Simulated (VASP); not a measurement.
Here is a VASP 6.6.1 calculation.

Contents of INCAR:

```
PREC     = Accurate       # precision mode
ENCUT    = 520            # plane-wave cutoff, eV
EDIFF    = 1E-7           # SCF threshold, eV
ISMEAR   = 0              # smearing method
SIGMA    = 0.15           # smearing width, eV
LREAL    = F              # projectors in reciprocal space
LASPH    = T              # aspherical terms in the spheres
NELM     = 100            # most SCF steps
ALGO     = Normal         # electronic algorithm
ISIF     = 2              # what is computed and relaxed
LWAVE    = F              # write WAVECAR
LCHARG   = F              # write CHGCAR
GGA      = PE             # functional
NBANDS   = 16             # bands
```

Contents of KPOINTS:

```
regular mesh
0
Gamma
  14 14 14
```

File POSCAR:

```
HgTe
1.0
    0.0040293750      3.2235000000      3.2235000000
    3.2235000000      0.0040293750      3.2235000000
    3.2275293750      3.2275293750      0.0000000000
Hg Te
1 1
Direct
    0.0000000000      0.0000000000      0.0000000000
    0.7500000000      0.7500000000      0.7500000000
```

Potentials or basis: VASP PAW PBE potentials, release 64 (Hg, Te).

Launch:

```bash
$ cat potpaw_PBE.64/Hg/POTCAR potpaw_PBE.64/Te/POTCAR > POTCAR
$ mpirun -np 1 vasp_std > vasp.out
```

Question: Predict the pressure.

Answer: 4.1 GPa.

Question: Predict the largest force.

Answer: 0.017 eV/Å.

Stress tensor (GPa, compression positive):
```
 4.14 -0.11  0.00
-0.11  4.14  0.00
 0.00  0.00  4.14
```

Caveat: the cell differs from its parent crystal (strain +0.0025 x Voigt [0, 0, 0, 0, 0, 1]); the cell stands under pressure.
